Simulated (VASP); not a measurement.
Write the native input for VASP 6.6.1 that does the following.

- Task: single point
- Functional: PBE
- Potentials or basis: VASP PAW PBE potentials, release 64 (Te, Pb_d)
- Cutoff: 520 eV
- k mesh: 10 × 10 × 1
- Occupations: gaussian, width 0.1 eV
- Spin: no spin polarisation
- Dipole correction: yes
- Further INCAR settings: ALGO = Normal; EDIFF = 1e-07; NBANDS = 28

The structure of TePb lies in POSCAR:

```
TePb
1.0
    4.8339210944      0.0000000000      0.0000000000
    0.0000000000      4.8339210944      0.0000000000
    0.0000000000      0.0000000000     32.5627290052
Te Pb
2 2
Direct
    0.0000000000      0.0000000000      0.3429616069
    0.0000000000      0.0000000000      0.2098176149
    0.5000000000      0.0000000000      0.2763896109
    0.0000000000      0.5000000000      0.2763896109
```

One way to write it, as run:

INCAR

```
SYSTEM = TePb
  PREC = Accurate
  ENCUT = 520
  EDIFF = 1E-7
  ISMEAR = 0
  SIGMA = 0.1
  LREAL = .FALSE.
  LASPH = .TRUE.
  NELM = 100
  ALGO = Normal
  ISIF = 2
  LWAVE = .FALSE.
  LCHARG = .FALSE.
  LDIPOL = .TRUE.
  IDIPOL = 3
  DIPOL = 0.5 0.5 0.276
  GGA = PE
  NBANDS = 28
```

KPOINTS

```
regular mesh
0
G
  10 10 1
  0 0 0
```

Potentials or basis: VASP PAW PBE potentials, release 64 (Te, Pb_d).

Launch:

```console
$ cat potpaw_PBE.64/Te/POTCAR potpaw_PBE.64/Pb_d/POTCAR > POTCAR
$ mpirun -np 1 vasp_std > vasp.out
```

Results of the run:

| Property | Result |
| --- | --- |
| Largest force | 0.004 eV/Å |
| Band gap on the k mesh | zero (band 20 reaches -3.45 eV, above the bottom of band 21 at -3.77 eV) |

Caveat: spin-orbit coupling is left out, which moves the levels of the heavy elements.

Run time: 13 min on 1 thread of Intel(R) Xeon(R) Platinum 8259CL CPU @ 2.50GHz (Skylake/Cascade Lake), on a shared host, peak memory 0.92 GiB.
